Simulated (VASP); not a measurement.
SiC: single point with PBEsol

The system is SiC.

```xyz
2
Lattice="2.1850 2.1850 0.0000 -2.1850 2.1850 0.0000 0.0000 2.1850 2.1850" Properties=species:S:1:pos:R:3 pbc="T T T"
Si    0.0000    0.0000    0.0000
C     1.0925    3.2774    1.0925
```

| Item | Value |
| --- | --- |
| Program | VASP 6.6.1 |
| Task | single point |
| Functional | PBEsol |
| Potentials or basis | VASP PAW PBE potentials, release 64 (Si, C) |
| Cutoff | 520 eV |
| k mesh | 10 × 10 × 10 |
| Occupations | gaussian, width 0.01 eV |
| Spin | no spin polarisation |

- Pressure: -1.6 GPa
- Band gap on the k mesh: 1.24 eV, indirect (least direct gap 4.43 eV)

Levels at points of the mesh, in eV from the valence-band top:
| k point | band 1 | band 2 | band 3 | band 4 | band 5 | band 6 | band 7 | band 8 |
| --- | --- | --- | --- | --- | --- | --- | --- | --- |
| (0.00, 0.00, 0.00) | -15.36 | 0.00 | 0.00 | 0.00 | 6.09 | 7.19 | 7.19 | 7.19 |
| (0.50, 0.00, 0.00) | -11.79 | -8.55 | -1.05 | -1.05 | 5.30 | 7.11 | 7.11 | 9.87 |
| (0.50, 0.50, 0.00) | -10.33 | -7.81 | -3.19 | -3.19 | 1.24 | 4.17 | 13.86 | 13.86 |

Run time: 10 s on 1 thread of Intel Xeon 6975P-C, on a shared host, peak memory 0.14 GiB.

Caveat: the PAW data sets were made with another functional, which shifts forces and pressure a little. A k mesh can miss the band edges.
